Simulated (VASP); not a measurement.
Crystal: InAs.

```xyz
2
Lattice="0.0000 3.0240 3.0240 3.0240 0.0000 3.0240 3.0240 3.0240 0.0000" Properties=species:S:1:pos:R:3 pbc="T T T"
In    0.0000    0.0000    0.0000
As    1.5120    1.5120    1.5120
```

This cell differs from its parent crystal: strain -1.0%.

Base run:

| Quantity | Value |
| --- | --- |
| Program | VASP 6.6.1 |
| Functional | r2SCAN |
| Potentials or basis | VASP PAW PBE potentials, release 64 (In_d, As) |
| Cutoff | 520 eV |
| k mesh | 8 × 8 × 8 |
| Occupations | fermi-dirac, width 0.02 eV |
| Spin | no spin polarisation |

Its results: band gap on the k mesh 0.25 eV, direct; pressure 1.8 GPa.

Question: The run is repeated on the same cell with these changes: functional from r2SCAN to PBE. What comes out?

Answer: Band gap on the k mesh zero (filled and empty bands touch); pressure 4.0 GPa.

r2SCAN gives the wider gap, since meta-GGAs in the generalised Kohn-Sham scheme recover part of the derivative discontinuity.

Caveats: spin-orbit coupling is left out, which moves the levels of the heavy elements; the PAW data sets were made with another functional, which shifts forces and pressure a little (some runs).

